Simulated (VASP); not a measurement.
# Tl in VASP: notebook

The runs below take Tl through single point, with PBE.

Everything below comes from runs of VASP 6.6.1. Logs are shortened: lines on timing, memory, paths and dates and some standing lists are left out, and cuts for length are marked.

**1. The cell of the first run**

The cell holds a slab with vacuum, 4 atoms: a = 3.612 Å, b = 3.612 Å, c = 23.348 Å, α = 90.00°, β = 90.00°, γ = 120.00°.

**2. Single point, PBE**

The input, INCAR:

```
  ALGO = Fast
  DIPOL = 0.5 0.5 0.500
  EDIFF = 1E-7
  ENCUT = 520
  GGA = PE
  IDIPOL = 3
  ISIF = 2
  ISMEAR = 0
  LASPH = T
  LCHARG = F
  LDIPOL = T
  LREAL = F
  LWAVE = F
  NBANDS = 34
  NELM = 100
  PREC = Accurate
  SIGMA = 0.1
```

The input, KPOINTS:

```
k-points
0
Gamma
  12 12 1
```

The input, POSCAR:

```
Tl
1.0
    3.6124296590      0.0000000000      0.0000000000
   -1.8062148295      3.1284558541      0.0000000000
    0.0000000000      0.0000000000     23.3479017896
Tl
4
Direct
    0.3333333333      0.6666666667      0.3212280087
    0.6666666667      0.3333333333      0.4404093362
    0.3333333333      0.6666666667      0.5595906638
    0.6666666667      0.3333333333      0.6787719913
```

Potentials or basis: VASP PAW PBE potentials, release 64 (Tl_d).

Run with:

```sh
$ cat potpaw_PBE.64/Tl_d/POTCAR > POTCAR
$ mpirun -np 1 vasp_std > vasp.out
```

OUTCAR:

```text
EDIFF = 1E-7
   ENCUT = 520
   GGA = PE
   ISIF = 2
   ISMEAR = 0
   LASPH = T
   LREAL = F
   NELM = 100
   PREC = Accurate

 ion  position               nearest neighbor table
   1  0.333  0.667  0.321-   2 3.48   2 3.48   2 3.48
   2  0.667  0.333  0.440-   1 3.48   1 3.48   1 3.48   3 3.48   3 3.48   3 3.48
   3  0.333  0.667  0.560-   4 3.48   4 3.48   4 3.48   2 3.48   2 3.48   2 3.48
   4  0.667  0.333  0.679-   3 3.48   3 3.48   3 3.48

  LATTYP: Found a hexagonal cell.
 ALAT       =     3.6124296590
 C/A-ratio  =     6.4632128494

  Lattice vectors:

 A1 = (   3.6124296590,   0.0000000000,   0.0000000000)
 A2 = (  -1.8062148295,   3.1284558541,   0.0000000000)
 A3 = (   0.0000000000,   0.0000000000,  23.3479017896)

Analysis of symmetry for initial positions (statically):
=====================================================================
 Subroutine PRICEL returns:
 Original cell was already a primitive cell.

 Routine SETGRP: Setting up the symmetry group for a
 hexagonal supercell.

 Subroutine GETGRP returns: Found 12 space group operations
 (whereof 12 operations were pure point group operations)
 out of a pool of 24 trial point group operations.

The static configuration has the point symmetry D_3d.

Analysis of symmetry for dynamics (positions and initial velocities):
=====================================================================
 Subroutine PRICEL returns:
 Original cell was already a primitive cell.

 Routine SETGRP: Setting up the symmetry group for a
 hexagonal supercell.

 Subroutine GETGRP returns: Found 12 space group operations
 (whereof 12 operations were pure point group operations)
 out of a pool of 24 trial point group operations.

The dynamic configuration has the point symmetry D_3d.

 Subroutine INISYM returns: Found 12 space group operations
 (whereof 12 operations are pure point group operations),
 and found     1 'primitive' translations

----------------------------------------------------------------------------------------

                                     Primitive cell

  volume of cell :     263.8623

  direct lattice vectors                    reciprocal lattice vectors
     3.612429659  0.000000000  0.000000000     0.276821999  0.159823256  0.000000000
    -1.806214830  3.128455854  0.000000000     0.000000000  0.319646511  0.000000000
     0.000000000  0.000000000 23.347901790     0.000000000  0.000000000  0.042830401

  length of vectors
     3.612429659  3.612429659 23.347901790     0.319646511  0.319646511  0.042830401

  position of ions in fractional coordinates (direct lattice)
     0.333333333  0.666666667  0.321228009
     0.666666667  0.333333333  0.440409336
     0.333333333  0.666666667  0.559590664
     0.666666667  0.333333333  0.678771991

  ion indices of the primitive-cell ions
   primitive index   ion index
                 1           1
                 2           2
                 3           3
                 4           4

----------------------------------------------------------------------------------------

 KPOINTS: k-points

Automatic generation of k-mesh.
 Grid dimensions read from file:
 generate k-points for:   12   12    1

 Generating k-lattice:

  Cartesian coordinates                     Fractional coordinates (reciprocal lattice)
     0.023068500  0.013318605  0.000000000     0.083333333  0.000000000  0.000000000
     0.000000000  0.026637209  0.000000000     0.000000000  0.083333333  0.000000000
     0.000000000  0.000000000  0.042830401     0.000000000  0.000000000  1.000000000

  Length of vectors
     0.026637209  0.026637209  0.042830401

  Shift w.r.t. Gamma in fractional coordinates (k-lattice)
     0.000000000  0.000000000  0.000000000

 Subroutine IBZKPT returns following result:
 ===========================================

 Found     19 irreducible k-points:

 Following reciprocal coordinates:
            Coordinates               Weight
  0.000000  0.000000  0.000000      1.000000
  0.083333  0.000000  0.000000      6.000000
  0.166667 -0.000000  0.000000      6.000000
  0.250000  0.000000  0.000000      6.000000
  0.333333  0.000000  0.000000      6.000000
  0.416667 -0.000000  0.000000      6.000000
[... 11 lines left out ...]
  0.333333  0.250000  0.000000     12.000000
  0.333333  0.333333  0.000000      2.000000
   k-points           NKPTS =     19   k-points in BZ     NKDIM =     19   number of bands    NBANDS=     34
   number of dos      NEDOS =    301   number of ions     NIONS =      4
   total plane-waves  NPLWV = 141120
   dimension x,y,z NGX =    28 NGY =   28 NGZ =  180
   dimension x,y,z NGXF=    56 NGYF=   56 NGZF=  360
   ions per type =               4
   NGX,Y,Z   is equivalent  to a cutoff of  12.89, 12.89, 12.82 a.u.
   NGXF,Y,Z  is equivalent  to a cutoff of  25.77, 25.77, 25.63 a.u.
 SYSTEM =  unknown system
   PREC   = accura    normal or accurate (medium, high low for compatibility)
   ISTART =      0    job   : 0-new  1-cont  2-samecut
   ICHARG =      2    charge: 1-file 2-atom 10-const
   ISPIN  =      1    spin polarized calculation?
   LNONCOLLINEAR =      F non collinear calculations
   LSORBIT =      F    spin-orbit coupling
   LASPH  =      T    aspherical Exc in radial PAW
   ENCUT  =  520.0 eV  38.22 Ry    6.18 a.u.   6.72  6.72 43.41*2*pi/ulx,y,z
   NELM   =    100;   NELMIN=  2; NELMDL= -5     # of ELM steps
   EDIFF  = 0.1E-06   stopping-criterion for ELM
   LREAL  =      F    real-space projection
   EDIFFG = 0.1E-05   stopping-criterion for IOM
   NSW    =      0    number of steps for IOM
   IBRION =     -1    ionic relax: 0-MD 1-quasi-New 2-CG
   NFREE  =      0    steps in history (QN), initial steepest desc. (CG)
   ISIF   =      2    stress and relaxation
   ISYM   =      2    0-nonsym 1-usesym 2-fastsym
   POTIM  = 0.5000    time-step for ionic-motion
   TEBEG  =    0.0;   TEEND  =   0.0 temperature during run
   PSTRESS=    0.0 pullay stress
   NELECT =      52.0000    total number of electrons
   NUPDOWN=      -1.0000    fix difference up-down
   EMIN   =  10.00;   EMAX   =-10.00  energy-range for DOS
   EFERMI =   0.00;   METHOD = LEGACY
   ISMEAR =     0;   SIGMA  =   0.10  broadening in eV -4-tet -1-fermi 0-gaus
   EFERMI_NEDOS =   21; number of points for ismear=-14 and -15
   IALGO  =     68    algorithm
   IMIX   =      4    mixing-type and parameters
     AMIX     =   0.40;   BMIX     =  1.00
     AMIX_MAG =   1.60;   BMIX_MAG =  1.00
  volume/ion in A,a.u.               =      65.97       445.16
  Fermi-wavevector in a.u.,A,eV,Ry     =   0.952687  1.800317 12.348815  0.907612
  Thomas-Fermi vector in A             =   2.081273
   LORBIT       =      0    0 simple, 1 ext, 2 COOP (PROOUT), +10 PAW based schemes
   GGA     = PE    functional components
   LHFCALC =     F    Hartree Fock is set to
   AEXX    =    0.0000 exact exchange contribution
   IVDW    =     0    specifies the selected vdW correction
   LEPSILON=     F    determine dielectric tensor
   LRPA    =     F    only Hartree local field effects (RPA)
 non-spin polarized calculation
 RMM-DIIS sequential band-by-band and
 Gauss-broadening in eV      SIGMA  =   0.10
  energy-cutoff  :      520.00
  volume of cell :      263.86
 maximum number of plane-waves:      7143
 NGX is ok and might be reduce to    28
   NGX = 13   NGY = 13   NGZ = 87

 dipolmoment           0.000000      0.000000      0.000000 electrons x Angstroem

 number of electron      52.0000013 magnetization

 dipolmoment           0.000000      0.000000     -0.000000 electrons x Angstroem

 Free energy of the ion-electron system (eV)
  ---------------------------------------------------
  ext. energy  EPLUGINS =         0.00000000
  ---------------------------------------------------
  free energy    TOTEN  =        -8.53917380 eV

  energy without entropy =       -8.52979993  energy(sigma->0) =       -8.53448686

 E-fermi :   0.9372     XC(G=0):  -5.2435

 val. band max:        0.9332344805   @ k =   0.2500   0.2500   0.0000
 cond. band min:       1.0826923372   @ k =   0.2500   0.2500   0.0000
 fundamental gap:      0.1494578567
 Fermi energy:         0.9371816145

 k-point     1 :       0.0000    0.0000    0.0000
  band No.  band energies     occupation
      1     -10.7701      2.00000
      2     -10.7612      2.00000
      3     -10.6476      2.00000
      4     -10.6476      2.00000
      5     -10.6395      2.00000
      6     -10.6395      2.00000
[... 26 lines left out ...]
     33       8.0756      0.00000
     34       8.5802      0.00000

 k-point     2 :       0.0833    0.0000    0.0000
  band No.  band energies     occupation
      1     -10.7569      2.00000
      2     -10.7492      2.00000
      3     -10.6526      2.00000
      4     -10.6472      2.00000
      5     -10.6289      2.00000
      6     -10.6199      2.00000
[... 26 lines left out ...]
     33       7.4107      0.00000
     34       7.5860      0.00000

 k-point     3 :       0.1667   -0.0000    0.0000
  band No.  band energies     occupation
      1     -10.7422      2.00000
      2     -10.7361      2.00000
      3     -10.6573      2.00000
      4     -10.6534      2.00000
      5     -10.6210      2.00000
      6     -10.5866      2.00000
[... 26 lines left out ...]
     33       6.7033      0.00000
     34       7.1216      0.00000

 k-point     4 :       0.2500    0.0000    0.0000
  band No.  band energies     occupation
      1     -10.7637      2.00000
      2     -10.7563      2.00000
      3     -10.6819      2.00000
      4     -10.6502      2.00000
      5     -10.6311      2.00000
      6     -10.6019      2.00000
[... 26 lines left out ...]
     33       5.5996      0.00000
     34       5.8619      0.00000

 k-point     5 :       0.3333    0.0000    0.0000
  band No.  band energies     occupation
      1     -10.7996      2.00000
      2     -10.7881      2.00000
      3     -10.7207      2.00000
      4     -10.6853      2.00000
      5     -10.6561      2.00000
      6     -10.6320      2.00000
[... 436 lines left out ...]
 k-point    17 :       0.2500    0.2500    0.0000
  band No.  band energies     occupation
      1     -10.7281      2.00000
      2     -10.7192      2.00000
      3     -10.7140      2.00000
      4     -10.6657      2.00000
      5     -10.6454      2.00000
      6     -10.6414      2.00000
[... 26 lines left out ...]
     33       4.2090      0.00000
     34       4.7443      0.00000

 k-point    18 :       0.3333    0.2500    0.0000
  band No.  band energies     occupation
      1     -10.7487      2.00000
      2     -10.7228      2.00000
      3     -10.7006      2.00000
      4     -10.6646      2.00000
      5     -10.6546      2.00000
      6     -10.6258      2.00000
[... 26 lines left out ...]
     33       4.0157      0.00000
     34       4.7864      0.00000

 k-point    19 :       0.3333    0.3333    0.0000
  band No.  band energies     occupation
      1     -10.7549      2.00000
      2     -10.6952      2.00000
      3     -10.6952      2.00000
      4     -10.6774      2.00000
      5     -10.6327      2.00000
      6     -10.6327      2.00000
[... 26 lines left out ...]
     33       4.3860      0.00000
     34       4.3860      0.00000

------------------------ aborting loop because EDIFF is reached ----------------------------------------

 vacuum level on the upper side and lower side of the slab       (xc-potential included)        -0.121        -0.121

  FORCE on cell =-STRESS in cart. coord.  units (eV):
  Direction    XX          YY          ZZ          XY          YZ          ZX
  --------------------------------------------------------------------------------------
  -------------------------------------------------------------------------------------
  Total       -0.8384798     -0.8384798     -0.8554625      0.0000000     -0.0000000     -0.0000000
  in kB       -5.0912671     -5.0912671     -5.1943866      0.0000000     -0.0000000     -0.0000000
  external PRESSURE =      -5.1256403 kB  Pullay stress =       0.0000000 kB

 VOLUME and BASIS-vectors are now :
 -----------------------------------------------------------------------------
  energy-cutoff  :      520.00
  volume of cell :      263.86
      direct lattice vectors                 reciprocal lattice vectors
     3.612429659  0.000000000  0.000000000     0.276821999  0.159823256  0.000000000
    -1.806214830  3.128455854  0.000000000     0.000000000  0.319646511  0.000000000
     0.000000000  0.000000000 23.347901790     0.000000000  0.000000000  0.042830401

 POSITION                                       TOTAL-FORCE (eV/Angst)
 -----------------------------------------------------------------------------------
     -0.00000      2.08564      7.50000         0.000000     -0.000000      0.038181
      1.80621      1.04282     10.28263        -0.000000     -0.000000      0.170966
     -0.00000      2.08564     13.06527         0.000000      0.000000     -0.170966
      1.80621      1.04282     15.84790        -0.000000      0.000000     -0.038181
 -----------------------------------------------------------------------------------
    total drift:                                0.000000      0.000000     -0.000000

  FREE ENERGIE OF THE ION-ELECTRON SYSTEM (eV)
  ---------------------------------------------------
  free  energy   TOTEN  =        -8.5391737965 eV

  energy  without entropy=       -8.5297999268  energy(sigma->0) =       -8.53448686

 vacuum level on the upper side and lower side of the slab         4.258         4.258
```

It took 3.9 min on 1 thread of AMD EPYC 7R13 (Zen 3), shared host; peak memory 0.4 GiB.

What came out:

```yaml
Free_energy: -8.5392 eV
Largest_force: 0.171 eV/Å
Band_gap_on_the_k_mesh: zero (bands 26 and 27 overlap by 1.87 eV)
```

Forces on the atoms (eV/Å):
```
Tl   0.000  0.000  0.038
Tl   0.000  0.000  0.171
Tl   0.000  0.000 -0.171
Tl   0.000  0.000 -0.038
```

Caveat: spin-orbit coupling is left out, which moves the levels of the heavy elements.

**3. Single point, PBE**

The input, INCAR:

```
SYSTEM = Tl
ALGO = Fast
DIPOL = 0.5 0.5 0.500
EDIFF = 1E-6
ENCUT = 520
GGA = PE
IDIPOL = 3
ISIF = 2
ISMEAR = 0
LASPH = .True.
LCHARG = .True.
LDIPOL = .True.
LELF = .True.
LREAL = .False.
LVACPOTAV = .True.
LVHAR = .True.
LWAVE = .False.
NBANDS = 34
NELM = 60
PREC = Accurate
SIGMA = 0.1
```

The input, KPOINTS:

```
k-points
0
Gamma
  12 12 1
  0 0 0
```

The input, POSCAR:

```
Tl
1.0
    3.6124296590      0.0000000000      0.0000000000
   -1.8062148295      3.1284558541      0.0000000000
    0.0000000000      0.0000000000     23.3479017896
Tl
4
Direct
    0.3333333333      0.6666666667      0.3257877271
    0.6666666667      0.3333333333      0.4437244050
    0.3333333333      0.6666666667      0.5562755947
    0.6666666667      0.3333333333      0.6742122732
```

Potentials or basis: VASP PAW PBE potentials, release 64 (Tl_d).

Run with:

```sh
$ cat potpaw_PBE.64/Tl_d/POTCAR > POTCAR
$ mpirun -np 1 vasp_std > vasp.out
```

It took 3.6 min on 1 thread of AMD EPYC 7R13 (Zen 3), shared host; peak memory 0.39 GiB.

The run converged. Its results:

| Quantity | Value |
| --- | --- |
| Free energy | -8.5576 eV |
| Largest force | 0.010 eV/Å |
| Band gap on the k mesh | zero (bands 26 and 27 overlap by 1.89 eV) |

Forces on the atoms (eV/Å):
```
Tl   0.000  0.000  0.003
Tl   0.000  0.000 -0.010
Tl   0.000  0.000  0.010
Tl   0.000  0.000 -0.003
```

Levels at points of the mesh, in eV from the Fermi level:
```tsv
k point	band 22	band 23	band 24	band 25	band 26	band 27	band 28	band 29	band 30	band 31
(0.00, 0.00, 0.00)	-8.52	-7.33	-5.56	-1.67	0.41	2.46	3.50	3.66	5.34	5.75
(0.50, 0.00, 0.00)	-5.19	-4.64	-4.64	-2.00	-1.57	-1.01	0.10	1.99	3.33	3.54
```

Caveat: spin-orbit coupling is left out, which moves the levels of the heavy elements.
